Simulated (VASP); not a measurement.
A run of VASP 6.6.1:

POSCAR

```
Hf
1.0
   -1.7698022045      1.7698022045      1.7698022045
    1.7698022045     -1.7698022045      1.7698022045
    1.7698022045      1.7698022045     -1.7698022045
Hf
1
Direct
    0.0000000000      0.0000000000      0.0000000000
```

Contents of INCAR.step1:

```
SYSTEM = Hf
  PREC = Accurate
  ENCUT = 520
  ISMEAR = 0
  SIGMA = 0.05
  LREAL = .FALSE.
  LASPH = .TRUE.
  NELM = 80
  NBANDS = 11
  GGA = PE
  ALGO = Normal
  EDIFF = 1E-4
  LWAVE = .TRUE.
  LCHARG = .FALSE.
```

Contents of INCAR.step2:

```
SYSTEM = Hf
  PREC = Accurate
  ENCUT = 520
  EDIFF = 1E-6
  ISMEAR = 0
  SIGMA = 0.05
  LREAL = .FALSE.
  LASPH = .TRUE.
  NELM = 80
  ALGO = Normal
  ISIF = 2
  LWAVE = .FALSE.
  LCHARG = .FALSE.
  METAGGA = R2SCAN
  LMIXTAU = .TRUE.
  NBANDS = 11
  ISTART = 1
```

KPOINTS

```
regular mesh
0
G
  18 18 18
  0 0 0
```

Potentials or basis: VASP PAW PBE potentials, release 64 (Hf_pv).

Command:

```sh
$ cat potpaw_PBE.64/Hf_pv/POTCAR > POTCAR
$ cp INCAR.step1 INCAR
$ mpirun -np 1 vasp_std > vasp.out
$ cp INCAR.step2 INCAR
$ mpirun -np 1 vasp_std > vasp.out
```

Hardware: 1 thread of Intel(R) Xeon(R) Platinum 8259CL CPU @ 2.50GHz (Skylake/Cascade Lake), with other jobs on the host.

**Question.** Estimate the wall time of this run.

**Answer.** Run time: 90 s on 1 thread of Intel(R) Xeon(R) Platinum 8259CL CPU @ 2.50GHz (Skylake/Cascade Lake), with other jobs on the host, peak memory 0.18 GiB. Counts: k points 195.
